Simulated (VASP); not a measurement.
Runs of VASP 6.6.1 on PtSe3. The structure is that of space group Pm-3m (No. 221), or close to it. The cells are those of the table. 

```tsv
task	cell	k mesh	cutoff (eV)	gap on the mesh (eV)	pressure (GPa)	relaxed volume (Å³/atom)
relaxation of cell and atoms	relaxed from a = 4.506 Å, 4 atoms	4 × 4 × 4	600	none	-0.1	19.10
single point	a = 4.244 Å, 4 atoms	4 × 4 × 4	520	none	-0.2	-
single point	a = 4.506 Å, 4 atoms	4 × 4 × 4	520	none	-10.2	-
relaxation of cell and atoms	relaxed from a = 4.244 Å, 4 atoms	10 × 10 × 10	600	none	0.0	(a)
single point	a = 4.242 Å, 4 atoms	10 × 10 × 10	520	none	-0.1	-
```

Alike in all rows: level PBE; potentials or basis VASP PAW PBE potentials, release 64 (Pt, Se); no spin polarisation; smearing gaussian 0.1 eV.

Q: Fill in the values left out.

A: (a) 19.07.

Caveats: some runs use coarse meshes; spin-orbit coupling is left out, which moves the levels of the heavy elements; the volume moved by over 15 % at a fixed basis, so the end points are rough (at least some runs); the cell stands under tension (at least some runs).

A k mesh can miss the band edges, and the runs leave out spin-orbit coupling on Pt, Se.

A gap of «none» marks levels without a gap at the run's occupations.
